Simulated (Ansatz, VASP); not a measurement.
# HfO2 in VASP and in Ansatz

File INCAR:

```
ALGO = Normal
EDIFF = 1E-6
ENCUT = 520
GGA = PE
ISIF = 2
ISMEAR = 0
LASPH = T
LCHARG = F
LREAL = F
LWAVE = F
NBANDS = 18
NELM = 100
PREC = Accurate
SIGMA = 0.05
```

File KPOINTS:

```
k-points
0
Gamma
  8 8 8
```

File POSCAR:

```
HfO2
1.0
    0.0000000000      2.4935625000      2.5575000000
    2.4935625000      0.0000000000      2.5575000000
    2.4935625000      2.4935625000      0.0000000000
Hf O
1 2
Direct
    0.0000000000      0.0000000000      0.0000000000
    0.2500000000      0.2500000000      0.2500000000
    0.7500000000      0.7500000000      0.7500000000
```

Input for Ansatz:

```yaml
crystal:
  lattice:
    - [0.0, 2.4935625, 2.5575]
    - [2.4935625, 0.0, 2.5575]
    - [2.4935625, 2.4935625, 0.0]
  atoms:
    - { symbol: Hf, position: [0.0, 0.0, 0.0] }
    - { symbol: O, position: [0.25, 0.25, 0.25] }
    - { symbol: O, position: [0.75, 0.75, 0.75] }
basis:
  ecutwfc: 420
kpoints:
  mp_grid: { grid: [8, 8, 8] }
hamiltonian:
  xc: pbe
scf:
  occupations: { method: gaussian, width: 0.05 }
output:
  forces: true
  stress: true
  eigenvalues: true
```

Change from the starting cell: strain -0.025 along x and y, +0.000 along z, atoms carried along.

Alike in both runs: task single point; functional PBE; k mesh 8 × 8 × 8; occupations gaussian, width 0.05 eV; no spin polarisation.

|  | VASP | Ansatz |
| --- | --- | --- |
| version | VASP 6.6.1 | Ansatz 0.2.0 |
| potentials or method | VASP PAW PBE potentials, release 64 (Hf_pv, O), cutoff 520 eV | scalar-relativistic, plane waves, PAW |
| valence electrons in the cell | 22 | 38 |

VASP gave:

- gap on the k mesh at the Fermi level (eV): 3.66
- least direct gap on the mesh (eV): 3.74
- pressure (GPa): 6.8
- traceless stress, the component that is largest in VASP (GPa): -8.18

Q: Which values does Ansatz return?

A: gap on the k mesh at the Fermi level (eV): 3.66; least direct gap on the mesh (eV): 3.72; pressure (GPa): 10.8; traceless stress, the component that is largest in VASP (GPa): -8.02.

VASP's potentials hold 22 valence electrons a cell and Ansatz's 38, so a difference there can come from the potentials and not from the codes.

Neither program's run includes spin-orbit coupling.
